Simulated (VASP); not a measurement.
**Mg8O7 (a cell with a defect): single point with PBE**

The system is Mg8O7 (a cell with a defect).

```xyz
15
Lattice="0.0000 4.3101 4.3101 4.3101 0.0000 4.3101 4.3101 4.3101 0.0000" Properties=species:S:1:pos:R:3 pbc="T T T"
Mg    0.0158    0.0655    0.0001
Mg    2.0906    2.1403    0.0001
Mg    2.1292    0.0269    2.2600
Mg    4.3484    2.1177    2.0220
Mg    0.0384    2.1177    2.2884
Mg    2.1293    4.3369    2.0505
Mg    2.2969    2.2754    4.3103
Mg    4.1908    4.1693    4.3103
O     2.2001    2.1640    2.1130
O     4.3022    4.2661    2.1130
O     4.3131    2.1530    4.3102
O     2.1320    4.3342    4.3102
O     4.8214    5.9548    4.3100
O     4.3022    4.2662    6.5074
O     6.5101    6.4741    6.5074
```

| Quantity | Value |
| --- | --- |
| Program | VASP 6.6.1 |
| Task | single point |
| Functional | PBE |
| Potentials or basis | VASP PAW PBE potentials, release 64 (Mg, O) |
| Cutoff | 520 eV |
| k mesh | 3 × 3 × 3 |
| Occupations | fermi-dirac, width 0.05 eV |
| Spin | no spin polarisation |
| Dipole correction | no |
| Further INCAR settings | LREAL = Auto; ALGO = Normal; EDIFF = 1e-06; NBANDS = 42 |

- Pressure: 0.1 GPa
- Largest force: 2.869 eV/Å
- Band gap on the k mesh: 2.24 eV

Forces on the atoms (eV/Å):
```
Mg   0.050 -0.040 -0.001
Mg   0.040 -0.050 -0.001
Mg   0.221 -0.221 -0.232
Mg   0.094 -0.094  0.111
Mg   0.094 -0.094 -0.113
Mg   0.221 -0.221  0.230
Mg  -0.091 -0.423 -0.001
Mg   0.423  0.091 -0.001
O    0.172 -0.227  0.022
O    0.227 -0.172  0.022
O    0.055 -0.055  0.002
O    0.123 -0.123  0.001
O   -2.029  2.029  0.002
O    0.227 -0.172 -0.020
O    0.172 -0.227 -0.020
```

Stress tensor (GPa, compression positive):
```
 1.39  2.62  0.00
 2.62  1.39  0.00
 0.00  0.00 -2.34
```

Levels at points of the mesh, in eV from the valence-band top:
```tsv
k point	band 25	band 26	band 27	band 28	band 29	band 30	band 31	band 32	band 33	band 34
(0.00, 0.00, 0.00)	-3.56	-3.40	-3.27	-3.11	-1.94	2.33	3.38	4.48	4.56	5.17
```

Run time: 5.2 min on 1 thread of AMD EPYC 7R13 (shared host), peak memory 0.3 GiB.

Caveat: the k points lie up to 0.42 Å⁻¹ apart.
